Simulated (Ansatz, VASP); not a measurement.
## SnO2 in VASP and in Ansatz

The input INCAR:

```
  ALGO = Normal
  EDIFF = 1E-6
  ENCUT = 520
  ISIF = 2
  ISMEAR = 0
  LASPH = T
  LCHARG = F
  LREAL = F
  LWAVE = F
  NBANDS = 35
  NELM = 80
  PREC = Accurate
  SIGMA = 0.05
```

Contents of KPOINTS:

```
k-points
0
Gamma
  6 6 8
```

File POSCAR:

```
SnO2
1.0
    4.7212714761      0.0000000000      0.0000000000
    0.0000000000      4.7242464798      0.0000000000
    0.0000000000      0.0000000000      3.1900193999
Sn O
2 4
Direct
    0.5000000000      0.5000000000      0.5000000000
    0.0000000000      0.0000000000      0.0000000000
    0.2606358445      0.2616692897     -0.0470216576
    0.8055669685      0.1934278808      0.5000000000
    0.1944330315      0.8065721192      0.5000000000
    0.6944330315      0.6934278808      0.0000000000
```

Input for Ansatz:

```yaml
crystal:
  lattice:
    - [4.7212714761, 0.0, 0.0]
    - [0.0, 4.7242464798, 0.0]
    - [0.0, 0.0, 3.1900193999]
  atoms:
    - { symbol: Sn, position: [0.5, 0.5, 0.5] }
    - { symbol: Sn, position: [0.0, 0.0, 0.0] }
    - { symbol: O, position: [0.2606358445, 0.2616692897, -0.0470216576] }
    - { symbol: O, position: [0.8055669685, 0.1934278808, 0.5] }
    - { symbol: O, position: [0.1944330315, 0.8065721192, 0.5] }
    - { symbol: O, position: [0.6944330315, 0.6934278808, 0.0] }
basis:
  ecutwfc: 420
kpoints:
  mp_grid: { grid: [6, 6, 8] }
hamiltonian:
  xc: lda
scf:
  occupations: { method: gaussian, width: 0.05 }
output:
  forces: true
  stress: true
  eigenvalues: true
  write_density: true
  write_potential: true
  elf: true
  volumetric_format: npy
```

Alike in both runs: task single point; functional LDA; k mesh 6 × 6 × 8; occupations gaussian, width 0.05 eV; no spin polarisation.

|  | VASP | Ansatz |
| --- | --- | --- |
| version | VASP 6.6.1 | Ansatz 0.2.0 |
| potentials or method | VASP PAW LDA potentials, release 64 (Sn_d, O), cutoff 520 eV | scalar-relativistic, plane waves, PAW |
| valence electrons in the cell | 52 | 52 |

Ansatz gave:

| Quantity | Value |
| --- | --- |
| gap on the k mesh at the Fermi level (eV) | 0.86 |
| least direct gap on the mesh (eV) | 0.86 |
| pressure (GPa) | 6.9 |
| traceless stress, the component that is largest in VASP (GPa) | 11.66 |
| rms of the force components (eV/Å) | 2.897 |

Problem. Which values does VASP return?

Solution. gap on the k mesh at the Fermi level (eV): 0.89; least direct gap on the mesh (eV): 0.89; pressure (GPa): 7.7; traceless stress, the component that is largest in VASP (GPa): 11.25; rms of the force components (eV/Å): 2.869.

LDA's correlation is that of Perdew and Zunger in VASP and of Perdew and Wang (1992) in Ansatz. Atom by atom the forces differ by 0.040 eV/Å (rms over components).
